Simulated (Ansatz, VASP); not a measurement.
# One calculation of LiF, two programs

```
Li F
1.0
     2.93850    0.00000    0.00000
    -1.46925    2.54482    0.00000
     0.00000    0.00000    4.99962
Li F
2 2
Direct
  0.33333 0.66667 0.38115
  0.66667 0.33333 0.88115
  0.33333 0.66667 0.99384
  0.66667 0.33333 0.49384
```

Change from the starting cell: strain -0.040 along x and y, +0.040 along z, atoms carried along.

Alike in both runs: task single point; functional PBEsol; k mesh 9 × 9 × 6; occupations gaussian, width 0.05 eV; no spin polarisation.

```csv
,VASP,Ansatz
version,VASP 6.6.1,Ansatz 0.2.0
potentials or method,"VASP PAW PBE potentials, release 64 (Li_sv, F), cutoff 520 eV","scalar-relativistic, plane waves, PAW"
valence electrons in the cell,20,20
```

|  | VASP | Ansatz | Ansatz less VASP |
| --- | --- | --- | --- |
| gap on the k mesh at the Fermi level (eV) | 8.04 | 8.06 | +0.012 |
| least direct gap on the mesh (eV) | 8.04 | 8.06 | +0.012 |
| rms of the force components (eV/Å) | 0.190 | 0.177 | -0.0122 |

VASP's potentials were made for PBE, not for PBEsol. Atom by atom the forces differ by 0.012 eV/Å (rms over components).

Noted on VASP's run: the cutoff is short for stress, so the pressure is rough.
